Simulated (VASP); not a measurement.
Ta3Cu, 4 atoms in the cell. Symmetry: I4/mmm, No. 139, tetragonal system. Conventional cell: a = 3.956 Å, b = 3.956 Å, c = 8.323 Å, α = 90.00°, β = 90.00°, γ = 90.00°. Within 3.7 Å of Ta (site symmetry 4/mmm) lie 4 Cu at 2.80 Å and 8 Ta at 2.87 Å. Within 3.7 Å of Ta (site symmetry -4m2) lie 8 Ta at 2.80 to 2.87 Å and 4 Cu at 2.87 Å. Within 3.7 Å of Cu (site symmetry 4/mmm) lie 12 Ta at 2.80 to 2.87 Å. 

```yaml
Program: VASP 6.6.1
Task: single point
Functional: r2SCAN
Potentials_or_basis: VASP PAW PBE potentials, release 64 (Ta_pv, Cu)
Cutoff: 520 eV
k_mesh: 9 × 9 × 9
Occupations: fermi-dirac, width 0.05 eV
Spin: no spin polarisation
Dipole_correction: no
Further_INCAR_settings: ALGO = Normal; EDIFF = 1e-07; NBANDS = 30
```

Potentials or basis: VASP PAW PBE potentials, release 64 (Ta_pv, Cu).

Launch:

```sh
$ cat potpaw_PBE.64/Ta_pv/POTCAR potpaw_PBE.64/Cu/POTCAR > POTCAR
$ cp INCAR.step1 INCAR
$ mpirun -np 1 vasp_std > vasp.out
$ cp INCAR.step2 INCAR
$ mpirun -np 1 vasp_std > vasp.out
```

Hardware: 1 thread of Intel(R) Xeon(R) 6975P-C (Granite Rapids) (shared host).

Question: How long does it take, and how much memory?

Answer: It took 8.7 min on 1 thread of Intel(R) Xeon(R) 6975P-C (Granite Rapids), with other jobs on the host, peak memory 0.34 GiB. Counts: k points 75.
